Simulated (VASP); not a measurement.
Input of a VASP 6.6.1 run:

File INCAR:

```
SYSTEM = As
PREC = Accurate
ENCUT = 520
EDIFF = 1E-6
ISMEAR = 0
SIGMA = 0.1
LREAL = .False.
LASPH = .True.
NELM = 60
ALGO = Normal
ISIF = 2
LWAVE = .False.
LCHARG = .False.
GGA = PE
NBANDS = 12
```

Contents of KPOINTS:

```
regular mesh
0
Gamma
  15 15 15
  0 0 0
```

Contents of POSCAR:

```
As
1.0
    1.8322293912      1.0578381322      3.4499362844
   -1.8322293912      1.0578381322      3.4499362844
    0.0000000000     -2.1156762645      3.4499362844
As
2
Direct
    0.2332776132      0.2332776132      0.2332776132
    0.7667223868      0.7667223868      0.7667223868
```

Potentials or basis: VASP PAW PBE potentials, release 64 (As).

Command:

```console
$ cat potpaw_PBE.64/As/POTCAR > POTCAR
$ mpirun -np 1 vasp_std > vasp.out
```

Q: Estimate the largest force.

A: 0.247 eV/Å.

Q: Predict the band gap on the k mesh.

A: Zero (bands 5 and 6 overlap by 0.69 eV).

Q: What does it give for the pressure?

A: 6.4 GPa.

Forces on the atoms (eV/Å):
```
As   0.000  0.000 -0.247
As   0.000  0.000  0.247
```

Caveat: the cell differs from its parent crystal (strained); the cell stands under pressure.
